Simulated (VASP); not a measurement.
Input of a VASP 6.6.1 run:

INCAR

```
  ALGO = Normal
  EDIFF = 1E-6
  EDIFFG = -0.002
  ENCUT = 600
  GGA = PS
  IBRION = 2
  ISIF = 3
  ISMEAR = 0
  LASPH = True
  LCHARG = False
  LREAL = False
  LWAVE = False
  NELM = 60
  NSW = 100
  PREC = Accurate
  SIGMA = 0.02
```

File KPOINTS:

```
k-points
0
Gamma
  12 12 6
```

The input POSCAR:

```
SnSe2
1.0
    3.8185670367      0.0000000000      0.0000000000
   -1.9092835184      3.3069760599      0.0000000000
    0.0000000000      0.0000000000      6.1562614322
Sn Se
1 2
Direct
    0.0000000000      0.0000000000      0.0000000000
    0.3333333333      0.6666666667      0.2576611040
    0.6666666667      0.3333333333      0.7423388960
```

Potentials or basis: VASP PAW PBE potentials, release 64 (Sn_d, Se).

The run is started by

```console
$ cat potpaw_PBE.64/Sn_d/POTCAR potpaw_PBE.64/Se/POTCAR > POTCAR
$ mpirun -np 1 vasp_std > vasp.out
```

(1) Predict the relaxed volume.

(2) Predict the relaxed cell.

(3) Estimate the band gap on the k mesh.

(4) What does it give for the space group after relaxing (to 0.1 Å)?

Answers

(1) 25.95 Å³/atom.

(2) a = 3.820 Å, b = 3.820 Å, c = 6.160 Å, α = 90.00°, β = 90.00°, γ = 120.00°.

(3) 0.49 eV (least direct gap 0.98 eV).

(4) P-3m1 (No. 164).

Caveat: the PAW data sets were made with another functional, which shifts forces and pressure a little; spin-orbit coupling is left out, which moves the levels of the heavy elements; this functional lacks dispersion, which binds the layers, so the pressure and a relaxed spacing across them are unreliable.
